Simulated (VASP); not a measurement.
Wanted: the native input for a VASP 6.6.1 run.

- Task: single point
- Functional: LDA
- Potentials or basis: VASP PAW LDA potentials, release 64 (C, O)
- Cutoff: 520 eV
- k mesh: 6 × 6 × 6
- Occupations: gaussian, width 0.1 eV
- Spin: no spin polarisation
- Dipole correction: no
- Further INCAR settings: ALGO = Normal; EDIFF = 1e-06; NBANDS = 25

The structure of CO2 lies in POSCAR:

```
CO2
1.0
   -2.2449486217      2.2449486217      3.3198145870
    2.2449486217     -2.2449486217      3.3198145870
    2.2449486217      2.2449486217     -3.3198145870
C O
2 4
Direct
    0.0000000000      0.0000000000      0.0000000000
    0.7500000000      0.2500000000      0.5000000000
    0.3750000000      0.2235465642      0.3485465642
    0.9735465642      0.6250000000      0.8485465642
    0.7764534358      0.1250000000      0.1514534358
    0.8750000000      0.0264534358      0.6514534358
```

These files were run (other wordings do the same):

INCAR

```
SYSTEM = CO2
  PREC = Accurate
  ENCUT = 520
  EDIFF = 1E-6
  ISMEAR = 0
  SIGMA = 0.1
  LREAL = .False.
  LASPH = .True.
  NELM = 100
  ALGO = Normal
  ISIF = 2
  LWAVE = .False.
  LCHARG = .False.
  NBANDS = 25
```

KPOINTS

```
regular mesh
0
Gamma
  6 6 6
  0 0 0
```

Potentials or basis: VASP PAW LDA potentials, release 64 (C, O).

Command:

```sh
$ cat potpaw_LDA.64/C/POTCAR potpaw_LDA.64/O/POTCAR > POTCAR
$ mpirun -np 1 vasp_std > vasp.out
```

Results of the run:

| Item | Value |
| --- | --- |
| Pressure | -33.2 GPa |
| Largest force | 0.028 eV/Å |
| Band gap on the k mesh | 5.16 eV, indirect (least direct gap 5.27 eV) |

Wall time 27 s on 1 thread of Intel(R) Xeon(R) Platinum 8488C (Sapphire Rapids), with other jobs on the host, peak memory 0.18 GiB.
